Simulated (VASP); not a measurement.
The system is Mg3SeS2.

```
Mg Se S
1.0
     5.54807    0.00000    0.00000
    -2.77404    4.80477    0.00000
     0.00000    0.00000    4.99607
Mg Se S
3 1 2
Direct
  0.50000 0.00000 0.50000
  0.00000 0.50000 0.50000
  0.50000 0.50000 0.50000
  0.00000 0.00000 0.50000
  0.33333 0.66667 0.00000
  0.66667 0.33333 0.00000
```

The cell was built from a structure type or drawn by symmetry, and may not be a known phase.

* Program: VASP 6.6.1
* Task: relaxation of cell and atoms
* Functional: PBE
* Potentials or basis: VASP PAW PBE potentials, release 64 (Mg, Se, S)
* Cutoff: 600 eV
* k mesh: 6 × 6 × 4
* Occupations: gaussian, width 0.1 eV
* Spin: no spin polarisation

At the start: pressure -1.3 GPa; volume 22.20 Å³/atom.

Question: How do energy, volume and symmetry change on relaxing?

Answer: Over 7 steps the energy falls by 799.9 meV/atom and the volume is 20.25 Å³/atom (-8.8 %); space group P6/mmm (No. 191, to 0.1 Å) before and after.

The path:
```
step  energy change (eV)  largest force (eV/Å)  pressure (GPa)  volume (Å³)
   1              0.0000                0.0000           -1.33       133.18
   2             -2.4717                0.0000           -3.32       128.46
   3             -4.7567                0.0000            1.09       118.39
   4             -4.7687                0.0000            1.99       117.24
   5             -4.7650                0.0000            2.42       116.76
   6             -4.7961                0.0000           -0.73       123.11
   7             -4.7997                0.0000           -0.02       121.50
```

Final structure:
```
CELL_PARAMETERS angstrom
6.27410 0.00000 0.00000
-3.13705 5.43353 0.00000
0.00000 0.00000 3.56401
ATOMIC_POSITIONS crystal
Mg 0.50000 0.00000 0.50000
Mg 0.00000 0.50000 0.50000
Mg 0.50000 0.50000 0.50000
Se 0.00000 0.00000 0.50000
S 0.33333 0.66667 0.00000
S 0.66667 0.33333 0.00000
```

Caveat: a cell axis changed by over 15 % at a fixed basis, so the end point is rough.
